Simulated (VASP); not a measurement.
ZnO, 2 atoms in the cell. It takes space group Pm-3m (No. 221, cubic). The conventional cell has a = 2.646 Å, b = 2.646 Å, c = 2.646 Å, α = 90.00°, β = 90.00°, γ = 90.00°. Within 3.0 Å of Zn (site symmetry m-3m) lie 8 O at 2.29 Å and 6 Zn at 2.65 Å. O (site symmetry m-3m) has 8 Zn at 2.29 Å and 6 O at 2.65 Å within 3.0 Å. 

```yaml
Program: VASP 6.6.1
Task: single point
Functional: PBE-based screened hybrid with 10 % exact exchange
Potentials_or_basis: VASP PAW PBE potentials, release 64 (Zn, O)
Cutoff: 520 eV
k_mesh: 4 × 4 × 4
Occupations: fermi-dirac, width 0.02 eV
Spin: no spin polarisation
Dipole_correction: no
Grid_for_exact_exchange_PRECFOCK: Normal
Share_of_exact_exchange: 0.1
Further_INCAR_settings: ALGO = Normal; EDIFF = 1e-06; NBANDS = 16
Screening_parameter: 0.2078 1/Å
```

Potentials or basis: VASP PAW PBE potentials, release 64 (Zn, O).

Launch:

```bash
$ cat potpaw_PBE.64/Zn/POTCAR potpaw_PBE.64/O/POTCAR > POTCAR
$ cp INCAR.step1 INCAR
$ mpirun -np 1 vasp_std > vasp.out
$ cp INCAR.step2 INCAR
$ mpirun -np 1 vasp_std > vasp.out
```

Hardware: 1 thread of Intel(R) Xeon(R) 6975P-C (Granite Rapids), on a shared host.

**Question.** How long does it take, and how much memory?

**Answer.** It took 66 s on 1 thread of Intel(R) Xeon(R) 6975P-C (Granite Rapids) (shared host), peak memory 0.23 GiB. Counts: k points 10.
